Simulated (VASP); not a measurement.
Write the native input for VASP 6.6.1 that does the following.

```yaml
Task: single point
Functional: HSE06
Potentials_or_basis: VASP PAW PBE potentials, release 64 (Li_sv, F)
Cutoff: 520 eV
k_mesh: 6 × 6 × 4
Occupations: fermi-dirac, width 0.02 eV
Spin: no spin polarisation
Dipole_correction: no
Grid_for_exact_exchange_PRECFOCK: Normal
Further_INCAR_settings: ALGO = Normal; EDIFF = 1e-06; NBANDS = 18
Screening_parameter: 0.2079 1/Å
```

Crystal: LiF.

```
Li F
1.0
     2.79073    0.00000    0.00000
    -1.39537    2.41684    0.00000
     0.00000    0.00000    4.80574
Li F
2 2
Cartesian
  0.0000 0.0000 0.0000
  0.0000 0.0000 2.4029
  0.0000 1.6112 1.2014
  1.3954 0.8056 3.6043
```

These files were run (other wordings do the same):

POSCAR

```
LiF
1.0
    2.7907312751      0.0000000000      0.0000000000
   -1.3953656376      2.4168441794      0.0000000000
    0.0000000000      0.0000000000      4.8057375894
Li F
2 2
Direct
    0.0000000000      0.0000000000      0.0000000000
    0.0000000000      0.0000000000      0.5000000000
    0.3333333333      0.6666666667      0.2500000000
    0.6666666667      0.3333333333      0.7500000000
```

INCAR.step1

```
SYSTEM = LiF
PREC = Accurate
ENCUT = 520
EDIFF = 1E-5
ISMEAR = -1
SIGMA = 0.02
LREAL = .False.
LASPH = .True.
NELM = 100
ALGO = Normal
ISIF = 2
LWAVE = .True.
LCHARG = .False.
NBANDS = 18
GGA = PE
```

INCAR.step2

```
SYSTEM = LiF
PREC = Accurate
ENCUT = 520
EDIFF = 1E-6
ISMEAR = -1
SIGMA = 0.02
LREAL = .False.
LASPH = .True.
NELM = 100
ALGO = Normal
ISIF = 2
LWAVE = .False.
LCHARG = .False.
GGA = PE
LHFCALC = .True.
HFSCREEN = 0.2079
PRECFOCK = Normal
NBANDS = 18
ISTART = 1
```

KPOINTS

```
Automatic mesh
0
Gamma
  6 6 4
  0 0 0
```

Potentials or basis: VASP PAW PBE potentials, release 64 (Li_sv, F).

Run with:

```sh
$ cat potpaw_PBE.64/Li_sv/POTCAR potpaw_PBE.64/F/POTCAR > POTCAR
$ cp INCAR.step1 INCAR
$ mpirun -np 1 vasp_std > vasp.out
$ cp INCAR.step2 INCAR
$ mpirun -np 1 vasp_std > vasp.out
```

Results of the run:

The band gap on the k mesh is 11.38 eV, direct.

Caveat: the k points lie up to 0.43 Å⁻¹ apart.

Wall time 26 min on 1 thread of Intel(R) Xeon(R) Platinum 8259CL CPU @ 2.50GHz (Skylake/Cascade Lake), with other jobs on the host, peak memory 0.25 GiB.
